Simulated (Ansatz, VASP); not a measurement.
Os in VASP and in Ansatz

Contents of INCAR:

```
SYSTEM = Os
ALGO     = Normal         ! electronic algorithm
EDIFF    = 1E-6           ! SCF threshold, eV
ENCUT    = 520            ! plane-wave cutoff, eV
GGA      = PE             ! functional
ISIF     = 2              ! what is computed and relaxed
ISMEAR   = -1             ! smearing method
LASPH    = .TRUE.         ! aspherical terms in the spheres
LCHARG   = .FALSE.        ! write CHGCAR
LREAL    = .FALSE.        ! projectors in reciprocal space
LWAVE    = .FALSE.        ! write WAVECAR
NBANDS   = 10             ! bands
NELM     = 100            ! most SCF steps
PREC     = Accurate       ! precision mode
SIGMA    = 0.1            ! smearing width, eV
```

The input KPOINTS:

```
k-points
0
G
  17 17 17
  0 0 0
```

File POSCAR:

```
Os
1.0
   -1.4354318484      1.4354318484      1.4354318484
    1.4354318484     -1.4354318484      1.4354318484
    1.4354318484      1.4354318484     -1.4354318484
Os
1
Direct
    0.0000000000      0.0000000000      0.0000000000
```

Input for Ansatz:

```yaml
crystal:
  lattice:
    - [-1.4354318484, 1.4354318484, 1.4354318484]
    - [1.4354318484, -1.4354318484, 1.4354318484]
    - [1.4354318484, 1.4354318484, -1.4354318484]
  atoms:
    - { symbol: Os, position: [0.0, 0.0, 0.0] }
kpoints:
  mp_grid: { grid: [17, 17, 17] }
scf:
  occupations: { method: fermi_dirac, width: 0.1 }
hamiltonian:
  xc: pbe
  pseudopotentials: { kind: all_electron, lapw: { basis_error: 0.001 } }
output:
  forces: true
  stress: true
  eigenvalues: true
  populations: true
```

Change from the starting cell: volume scaled by 0.8, LAPW.

Alike in both runs: task single point; functional PBE; k mesh 17 × 17 × 17; occupations fermi-dirac, width 0.1 eV; no spin polarisation.

|  | VASP | Ansatz |
| --- | --- | --- |
| version | VASP 6.6.1 | Ansatz 0.2.0 |
| potentials or method | VASP PAW PBE potentials, release 64 (Os), cutoff 520 eV | all-electron LAPW, scalar-relativistic |

Ansatz gave:

- pressure (GPa): 131.7

Q: What did VASP give for the same quantities?

A: Pressure (GPa): 136.8.

Both programs put the cell under a high pressure, so it lies far from rest at this level. Ansatz ran all-electron here, and VASP with PAW potentials.

Spin-orbit coupling is off throughout. Noted on VASP's run: the cell as given lies far from equilibrium.
